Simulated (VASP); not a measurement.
A run of VASP 6.6.1 is set up as follows.

Contents of INCAR:

```
SYSTEM = FeNi2
PREC = Accurate
ENCUT = 690
EDIFF = 1E-6
ISMEAR = -1
SIGMA = 0.05
LREAL = .False.
LASPH = .True.
NELM = 200
ALGO = Normal
ISIF = 2
LWAVE = .False.
LCHARG = .False.
ISPIN = 2
MAGMOM = 1 1 1 1 3 3
LORBIT = 11
LMAXMIX = 4
GGA = PE
NBANDS = 65
GGA_COMPAT = .False.
```

KPOINTS

```
Automatic mesh
0
Gamma
  7 7 7
  0 0 0
```

The input POSCAR:

```
FeNi2
1.0
    0.0000000000      3.2750790000      3.2750790000
    3.2750790000      0.0000000000      3.2750790000
    3.2750790000      3.2750790000      0.0000000000
Ni Fe
4 2
Direct
    0.6250000000      0.6250000000      0.6250000000
    0.1250000000      0.6250000000      0.6250000000
    0.6250000000      0.1250000000      0.6250000000
    0.6250000000      0.6250000000      0.1250000000
    0.0000000000      0.0000000000      0.0000000000
    0.2500000000      0.2500000000      0.2500000000
```

Potentials or basis: VASP PAW PBE potentials, release 64 (Ni_sv_GW, Fe_sv).

Launch:

```bash
$ cat potpaw_PBE.64/Ni_sv_GW/POTCAR potpaw_PBE.64/Fe_sv/POTCAR > POTCAR
$ mpirun -np 1 vasp_std > vasp.out
```

Problem. Predict the pressure.

Solution. -2.0 GPa.

Problem. Predict the site moments.

Solution. Ni +0.59; Fe +2.85 μB.

Problem. Estimate the net moment.

Solution. 7.91 μB per cell.
